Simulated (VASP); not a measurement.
# N2 in VASP: single point with PBE+D3(BJ)

Aim: the single point of N2 with PBE+D3(BJ).

Program: VASP 6.6.1. These are calculated values, not measurements. Logs are shortened: lines on timing, memory, paths and dates and some standing lists are left out, and cuts for length are marked.

## 1. The cell of the first run

The cell holds a molecule in a box, 2 atoms: a = 15.000 Å, b = 15.500 Å, c = 16.000 Å, α = 90.00°, β = 90.00°, γ = 90.00°.

## 2. Single point, PBE+D3(BJ)

The input, INCAR:

```
ALGO = Normal
EDIFF = 1E-6
ENCUT = 1000
GGA = PE
GGA_COMPAT = False
ISIF = 2
ISMEAR = 0
ISYM = 0
IVDW = 12
LASPH = True
LCHARG = False
LREAL = False
LWAVE = False
NBANDS = 12
NELM = 120
NELMDL = -8
PREC = Accurate
SIGMA = 0.005
```

The input, KPOINTS:

```
k-points
0
Gamma
  1 1 1
```

The input, POSCAR:

```
N
1.0
   15.0000000000      0.0000000000      0.0000000000
    0.0000000000     15.5000000000      0.0000000000
    0.0000000000      0.0000000000     16.0000000000
N
2
Direct
    0.5018589495      0.4990148454      0.4656156115
    0.4981410505      0.5009851546      0.5343843885
```

Potentials or basis: VASP PAW PBE potentials, release 64 (N_h).

The run is started by

```sh
$ cat potpaw_PBE.64/N_h/POTCAR > POTCAR
$ mpirun -np 1 vasp_gam > vasp.out
```

OUTCAR:

```text
EDIFF = 1E-6
   ENCUT = 1000
   GGA = PE
   ISIF = 2
   ISMEAR = 0
   ISYM = 0
   IVDW = 12
   LASPH = True
   LREAL = False
   NELM = 120
   NELMDL = -8
   PREC = Accurate
 IVDW          = 12

 ion  position               nearest neighbor table
   1  0.502  0.499  0.466-   2 1.10
   2  0.498  0.501  0.534-   1 1.10

IMPORTANT INFORMATION: All symmetrisations will be switched off!
NOSYMM: (Re-)initialisation of all symmetry stuff for point group C_1.

----------------------------------------------------------------------------------------

                                     Primitive cell

  volume of cell :    3720.0000

  direct lattice vectors                    reciprocal lattice vectors
    15.000000000  0.000000000  0.000000000     0.066666667  0.000000000  0.000000000
     0.000000000 15.500000000  0.000000000     0.000000000  0.064516129  0.000000000
     0.000000000  0.000000000 16.000000000     0.000000000  0.000000000  0.062500000

  length of vectors
    15.000000000 15.500000000 16.000000000     0.066666667  0.064516129  0.062500000

  position of ions in fractional coordinates (direct lattice)
     0.501858949  0.499014845  0.465615611
     0.498141051  0.500985155  0.534384389

  ion indices of the primitive-cell ions
   primitive index   ion index
                 1           1
                 2           2

----------------------------------------------------------------------------------------

 KPOINTS: k-points

Automatic generation of k-mesh.
 Grid dimensions read from file:
 generate k-points for:    1    1    1

 Generating k-lattice:

  Cartesian coordinates                     Fractional coordinates (reciprocal lattice)
     0.066666667  0.000000000  0.000000000     1.000000000  0.000000000  0.000000000
     0.000000000  0.064516129  0.000000000     0.000000000  1.000000000  0.000000000
     0.000000000  0.000000000  0.062500000     0.000000000  0.000000000  1.000000000

  Length of vectors
     0.066666667  0.064516129  0.062500000

  Shift w.r.t. Gamma in fractional coordinates (k-lattice)
     0.000000000  0.000000000  0.000000000

 Subroutine IBZKPT returns following result:
 ===========================================

 Found      1 irreducible k-points:

 Following reciprocal coordinates:
            Coordinates               Weight
  0.000000  0.000000  0.000000      1.000000
   k-points           NKPTS =      1   k-points in BZ     NKDIM =      1   number of bands    NBANDS=     12
   number of dos      NEDOS =    301   number of ions     NIONS =      2
   total plane-waves  NPLWV = ******
   dimension x,y,z NGX =   160 NGY =  160 NGZ =  168
   dimension x,y,z NGXF=   320 NGYF=  320 NGZF=  336
   ions per type =               2
   NGX,Y,Z   is equivalent  to a cutoff of  17.73, 17.16, 17.46 a.u.
   NGXF,Y,Z  is equivalent  to a cutoff of  35.47, 34.32, 34.91 a.u.
 SYSTEM =  unknown system
   PREC   = accura    normal or accurate (medium, high low for compatibility)
   ISTART =      0    job   : 0-new  1-cont  2-samecut
   ICHARG =      2    charge: 1-file 2-atom 10-const
   ISPIN  =      1    spin polarized calculation?
   LNONCOLLINEAR =      F non collinear calculations
   LSORBIT =      F    spin-orbit coupling
   LASPH  =      T    aspherical Exc in radial PAW
   ENCUT  = 1000.0 eV  73.50 Ry    8.57 a.u.  38.68 39.97 41.25*2*pi/ulx,y,z
   NELM   =    120;   NELMIN=  2; NELMDL= -8     # of ELM steps
   EDIFF  = 0.1E-05   stopping-criterion for ELM
   LREAL  =      F    real-space projection
   EDIFFG = 0.1E-04   stopping-criterion for IOM
   NSW    =      0    number of steps for IOM
   IBRION =     -1    ionic relax: 0-MD 1-quasi-New 2-CG
   NFREE  =      0    steps in history (QN), initial steepest desc. (CG)
   ISIF   =      2    stress and relaxation
   ISYM   =      0    0-nonsym 1-usesym 2-fastsym
   POTIM  = 0.5000    time-step for ionic-motion
   TEBEG  =    0.0;   TEEND  =   0.0 temperature during run
   PSTRESS=    0.0 pullay stress
   NELECT =      10.0000    total number of electrons
   NUPDOWN=      -1.0000    fix difference up-down
   EMIN   =  10.00;   EMAX   =-10.00  energy-range for DOS
   EFERMI =   0.00;   METHOD = LEGACY
   ISMEAR =     0;   SIGMA  =   0.01  broadening in eV -4-tet -1-fermi 0-gaus
   EFERMI_NEDOS =   21; number of points for ismear=-14 and -15
   IALGO  =     38    algorithm
   IMIX   =      4    mixing-type and parameters
     AMIX     =   0.40;   BMIX     =  1.00
     AMIX_MAG =   1.60;   BMIX_MAG =  1.00
  volume/ion in A,a.u.               =    1860.00     12551.90
  Fermi-wavevector in a.u.,A,eV,Ry     =   0.227629  0.430156  0.704984  0.051815
  Thomas-Fermi vector in A             =   1.017343
   LORBIT       =      0    0 simple, 1 ext, 2 COOP (PROOUT), +10 PAW based schemes
   GGA     = PE    functional components
   LHFCALC =     F    Hartree Fock is set to
   AEXX    =    0.0000 exact exchange contribution
   IVDW    =    12    specifies the selected vdW correction
   LEPSILON=     F    determine dielectric tensor
   LRPA    =     F    only Hartree local field effects (RPA)
 non-spin polarized calculation
 Gauss-broadening in eV      SIGMA  =   0.01
  energy-cutoff  :     1000.00
  volume of cell :     3720.00
 maximum number of plane-waves:    133573
 NGX is ok and might be reduce to   160
   NGX = 77   NGY = 79   NGZ = 83

 number of electron      10.0000000 magnetization

 Free energy of the ion-electron system (eV)
  ---------------------------------------------------
  ext. energy  EPLUGINS =         0.00000000
  ---------------------------------------------------
  free energy    TOTEN  =       -16.82159789 eV

  energy without entropy =      -16.82159789  energy(sigma->0) =      -16.82159789

 E-fermi : -10.1638     XC(G=0):  -0.1810

 val. band max:      -10.2083284200   @ k =   0.0000   0.0000   0.0000
 cond. band min:      -1.9566136652   @ k =   0.0000   0.0000   0.0000
 fundamental gap:      8.2517147549
 Fermi energy:       -10.1637506644

 k-point     1 :       0.0000    0.0000    0.0000
  band No.  band energies     occupation
      1     -28.1628      2.00000
      2     -13.4926      2.00000
      3     -11.5536      2.00000
      4     -11.5536      2.00000
      5     -10.2083      2.00000
      6      -1.9566      0.00000
      7      -1.9566      0.00000
      8      -0.1224      0.00000
      9       0.3836      0.00000
     10       0.4910      0.00000
     11       0.5121      0.00000
     12       0.6088      0.00000

------------------------ aborting loop because EDIFF is reached ----------------------------------------

 Edisp (eV)   -0.01180

 E8    (eV) :    -0.0035

  FORCE on cell =-STRESS in cart. coord.  units (eV):
  Direction    XX          YY          ZZ          XY          YZ          ZX
  --------------------------------------------------------------------------------------
  -------------------------------------------------------------------------------------
  Total      -0.01232    -0.01254     0.06637    -0.00010     0.00219    -0.00399
  in kB      -0.00530    -0.00540     0.02858    -0.00004     0.00094    -0.00172
  external pressure =        0.01 kB  Pullay stress =        0.00 kB

 VOLUME and BASIS-vectors are now :
 -----------------------------------------------------------------------------
  energy-cutoff  :     1000.00
  volume of cell :     3720.00
      direct lattice vectors                 reciprocal lattice vectors
    15.000000000  0.000000000  0.000000000     0.066666667  0.000000000  0.000000000
     0.000000000 15.500000000  0.000000000     0.000000000  0.064516129  0.000000000
     0.000000000  0.000000000 16.000000000     0.000000000  0.000000000  0.062500000

 POSITION                                       TOTAL-FORCE (eV/Angst)
 -----------------------------------------------------------------------------------
      7.52788      7.73473      7.44985         0.003610     -0.001936     -0.071520
      7.47212      7.76527      8.55015        -0.003610      0.001936      0.071520
 -----------------------------------------------------------------------------------
    total drift:                               -0.000001      0.000000      0.000004

  FREE ENERGIE OF THE ION-ELECTRON SYSTEM (eV)
  ---------------------------------------------------
  free  energy   TOTEN  =       -16.8334013263 eV

  energy  without entropy=      -16.8334013263  energy(sigma->0) =      -16.83340133
```

OSZICAR:

```text
N       E                     dE             d eps       ncg     rms          rms(c)
DAV:   1     0.101287169872E+03    0.10129E+03   -0.24072E+03    32   0.632E+02
DAV:   2     0.334268580364E+02   -0.67860E+02   -0.67510E+02    44   0.615E+01
DAV:   3    -0.107029744021E+02   -0.44130E+02   -0.43987E+02    40   0.813E+01
[... 16 lines left out ...]
DAV:  20    -0.168215856083E+02   -0.10109E-04   -0.12010E-07    24   0.162E-03    0.293E-04
DAV:  21    -0.168215945320E+02   -0.89237E-05   -0.79554E-08    28   0.136E-03    0.158E-04
DAV:  22    -0.168215961583E+02   -0.16262E-05   -0.26945E-09    28   0.436E-04    0.582E-05
DAV:  23    -0.168215975023E+02   -0.13440E-05   -0.10729E-09    28   0.295E-04    0.509E-05
DAV:  24    -0.168215978918E+02   -0.38957E-06    0.29736E-09    28   0.206E-04
   1 F= -.16833401E+02 E0= -.16833401E+02  d E =-.850368E-37
```

Wall time 11 min (1 thread of Intel Xeon Platinum 8488C (Sapphire Rapids), shared host); peak memory 5.1 GiB.

Results:

| Quantity | Value |
| --- | --- |
| Free energy | -16.8334 eV |
| Largest force | 0.072 eV/Å |
| Gap between the frontier levels | 8.25 eV |
| Dispersion energy per atom | -0.006 eV |

Forces on the atoms (eV/Å):
```
N    0.004 -0.002 -0.072
N   -0.004  0.002  0.072
```
